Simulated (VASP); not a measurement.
Sn, 1 atom in the cell. It takes space group Immm (No. 71, orthorhombic). The conventional cell has a = 3.453 Å, b = 3.551 Å, c = 4.677 Å, α = 90.00°, β = 90.00°, γ = 90.00°. Within 4.7 Å of Sn (site symmetry mmm) lie 14 Sn at 3.41 to 4.68 Å. 

```yaml
Program: VASP 6.6.1
Task: single point
Functional: HSE06
Potentials_or_basis: VASP PAW PBE potentials, release 64 (Sn_d)
Cutoff: 520 eV
k_mesh: 6 × 6 × 6
Occupations: fermi-dirac, width 0.05 eV
Spin: no spin polarisation
Dipole_correction: no
Grid_for_exact_exchange_PRECFOCK: Normal
Further_INCAR_settings: ALGO = Normal; EDIFF = 1e-06; NBANDS = 13
Share_of_exact_exchange: 0.25
Screening_parameter: 0.2079 1/Å
```

Potentials or basis: VASP PAW PBE potentials, release 64 (Sn_d).

The run is started by

```console
$ cat potpaw_PBE.64/Sn_d/POTCAR > POTCAR
$ cp INCAR.step1 INCAR
$ mpirun -np 1 vasp_std > vasp.out
$ cp INCAR.step2 INCAR
$ mpirun -np 1 vasp_std > vasp.out
```

Hardware: 1 thread of Oxide Virtual Turin-like Processor (shared host).

**Question.** How long does it take, and how much memory?

**Answer.** Wall time 67 min on 1 thread of Oxide Virtual Turin-like Processor (shared host), peak memory 0.24 GiB. Counts: k points 46.
